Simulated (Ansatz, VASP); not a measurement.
## Two plane-wave programs on Ir

```
Ir
1.0
     0.00000   -1.90541   -1.90541
     0.00000    1.90541   -1.90541
     3.81081    0.00000    0.00000
Ir
2
Direct
  0.52015 0.47985 0.49438
  0.97985 0.02015 0.00562
```

Change from the starting cell: mode 4 frozen in at -0.077 Å and mode 6 at -0.021 Å (largest displacements).

Alike in both runs: task single point; functional LDA; k mesh 16 × 16 × 12; occupations gaussian, width 0.15 eV; no spin polarisation.

|  | VASP | Ansatz |
| --- | --- | --- |
| version | VASP 6.6.1 | Ansatz 0.2.0 |
| potentials or method | VASP PAW LDA potentials, release 64 (Ir), cutoff 520 eV | scalar-relativistic, plane waves, PAW |
| valence electrons in the cell | 18 | 34 |

|  | VASP | Ansatz | Ansatz less VASP |
| --- | --- | --- | --- |
| gap on the k mesh at the Fermi level (eV) | none | none | - |
| pressure (GPa) | 5.8 | 3.0 | -2.86 |
| traceless stress, the component that is largest in VASP (GPa) | -3.70 | -3.70 | +0.003 |
| rms of the force components (eV/Å) | 0.832 | 0.811 | -0.0211 |

Ansatz warns that its potentials were made for another functional, while VASP's fit it. LDA's correlation is that of Perdew and Zunger in VASP and of Perdew and Wang (1992) in Ansatz. Atom by atom the forces differ by 0.022 eV/Å (rms over components). A gap of «none» marks a metal or a gap that the smearing closes. VASP's potentials hold 18 valence electrons a cell and Ansatz's 34, so a difference there can come from the potentials and not from the codes.

Spin-orbit coupling is off throughout.
